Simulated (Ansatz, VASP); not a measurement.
# One calculation of Te5Mo, two programs

The input INCAR:

```
PREC     = Accurate       # precision mode
ENCUT    = 600            # plane-wave cutoff, eV
EDIFF    = 1E-6           # SCF threshold, eV
ISMEAR   = 0              # smearing method
SIGMA    = 0.1            # smearing width, eV
LREAL    = False          # projectors in reciprocal space
LASPH    = True           # aspherical terms in the spheres
NELM     = 80             # most SCF steps
ALGO     = Normal         # electronic algorithm
ISIF     = 3              # what is computed and relaxed
LWAVE    = False          # write WAVECAR
LCHARG   = False          # write CHGCAR
GGA      = PE             # functional
IBRION   = 2              # ionic algorithm
NSW      = 90             # ionic steps
EDIFFG   = -0.04          # ionic threshold
```

The input KPOINTS:

```
Automatic mesh
0
Gamma
  2 2 6
```

Contents of POSCAR:

```
Te5Mo
1.0
    7.6013864728      0.0000000000      0.0000000000
    0.0000000000      7.6013864728      0.0000000000
    0.0000000000      0.0000000000      3.5346723038
Te Mo
5 1
Direct
    0.2880312284      0.0000000000      0.5000000000
    0.7119687716      0.0000000000      0.5000000000
    0.0000000000      0.2880312284      0.5000000000
    0.0000000000      0.7119687716      0.5000000000
    0.5000000000      0.5000000000      0.5000000000
    0.0000000000      0.0000000000      0.0000000000
```

Input for Ansatz:

```yaml
crystal:
  lattice:
    - [7.6013864728, 0.0, 0.0]
    - [0.0, 7.6013864728, 0.0]
    - [0.0, 0.0, 3.5346723038]
  atoms:
    - { symbol: Te, position: [0.2880312284, 0.0, 0.5] }
    - { symbol: Te, position: [0.7119687716, 0.0, 0.5] }
    - { symbol: Te, position: [0.0, 0.2880312284, 0.5] }
    - { symbol: Te, position: [0.0, 0.7119687716, 0.5] }
    - { symbol: Te, position: [0.5, 0.5, 0.5] }
    - { symbol: Mo, position: [0.0, 0.0, 0.0] }
basis:
  ecutwfc: 420
kpoints:
  mp_grid: { grid: [2, 2, 6] }
hamiltonian:
  xc: pbe
scf:
  occupations: { method: gaussian, width: 0.1 }
  lower_state_search: "off"
output:
  forces: true
  stress: true
  eigenvalues: true
relax:
  adjacent_minimum: "off"
  f_tol: 0.04
  max_steps: 70
  cell: { stress_tol: 0.4 }
```

Alike in both runs: task relaxation of cell and atoms; functional PBE; k mesh 2 × 2 × 6; occupations gaussian, width 0.1 eV; no spin polarisation.

|  | VASP | Ansatz |
| --- | --- | --- |
| version | VASP 6.6.1 | Ansatz 0.2.0 |
| potentials or method | VASP PAW PBE potentials, release 64 (Te, Mo_sv), cutoff 600 eV | scalar-relativistic, plane waves, PAW |
| valence electrons in the cell | 44 | 94 |

```tsv
	VASP	Ansatz	Ansatz less VASP
gap on the k mesh at the Fermi level, each at its own relaxed structure (eV)	none	none	-
relaxed volume (Å³/atom)	32.81	32.78	-0.023
relaxed length of the cell vector where the two differ most in proportion (Å)	3.460	3.437	-0.0225
```

A gap of «none» marks a metal or a gap that the smearing closes. VASP's potentials hold 44 valence electrons a cell and Ansatz's 94, so a difference there can come from the potentials and not from the codes.

The k mesh is coarse, so the values compare programs but aren't converged. Spin-orbit coupling is off throughout.
